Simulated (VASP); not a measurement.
**Ge: single point with PBE**

The system is Ge.

```xyz
1
Lattice="-1.5672 1.5672 1.5672 1.5672 -1.5672 1.5672 1.5672 1.5672 -1.5672" Properties=species:S:1:pos:R:3 pbc="T T T"
Ge    0.0000    0.0000    0.0000
```

This isn't the form of Ge at room conditions, which is diamond.

| Item | Value |
| --- | --- |
| Program | VASP 6.6.1 |
| Task | single point |
| Functional | PBE |
| Potentials or basis | VASP PAW PBE potentials, release 64 (Ge_d) |
| Cutoff | 520 eV |
| k mesh | 17 × 17 × 17 |
| Occupations | fermi-dirac, width 0.05 eV |
| Spin | no spin polarisation |

| Quantity | Value |
| --- | --- |
| Pressure | 23.9 GPa |
| Band gap on the k mesh | zero (bands 7 and 8 overlap by 15.35 eV) |

Levels at points of the mesh, in eV from the Fermi level:
| k point | band 4 | band 5 | band 6 | band 7 | band 8 | band 9 | band 10 | band 11 |
| --- | --- | --- | --- | --- | --- | --- | --- | --- |
| (0.00, 0.00, 0.00) | -24.70 | -24.70 | -15.00 | 11.55 | 11.55 | 11.55 | 16.67 | 16.67 |

Wall time 15 s on 1 thread of AMD EPYC 7R13 Processor (Zen 3), with other jobs on the host, peak memory 0.11 GiB.

Caveat: the cell stands under pressure.
